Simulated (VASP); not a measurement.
CuO, 4 atoms in the cell. The structure is hexagonal, space group P6_3/mmc (No. 194). Conventional cell: a = 3.180 Å, b = 3.180 Å, c = 4.431 Å, α = 90.00°, β = 90.00°, γ = 120.00°. Within 2.8 Å of Cu (site symmetry -3m) lie 6 O at 2.14 Å and 2 Cu at 2.22 Å. Within 2.9 Å of O (site symmetry -6m2) lie 6 Cu at 2.14 Å and 6 O at 2.88 Å. 

```yaml
Program: VASP 6.6.1
Task: relaxation of cell and atoms
Functional: PBEsol
Potentials_or_basis: VASP PAW PBE potentials, release 64 (Cu, O)
Cutoff: 600 eV
k_mesh: 10 × 10 × 6
Occupations: fermi-dirac, width 0.05 eV
Spin: no spin polarisation
Target_pressure: 20 GPa
Dipole_correction: no
Further_INCAR_settings: ALGO = Normal; EDIFF = 1e-06; IBRION = 2; EDIFFG = -0.01; NSW = 60; ISIF = 3
```

Potentials or basis: VASP PAW PBE potentials, release 64 (Cu, O).

Command:

```sh
$ cat potpaw_PBE.64/Cu/POTCAR potpaw_PBE.64/O/POTCAR > POTCAR
$ mpirun -np 1 vasp_std > vasp.out
```

Hardware: 1 thread of Intel(R) Xeon(R) 6975P-C (Granite Rapids) (shared host).

Q: How long does it take, and how much memory?

A: It took 2.9 min on 1 thread of Intel(R) Xeon(R) 6975P-C (Granite Rapids), on a shared host, peak memory 0.21 GiB. Counts: scf iterations 87, k points 56, ion steps 10.
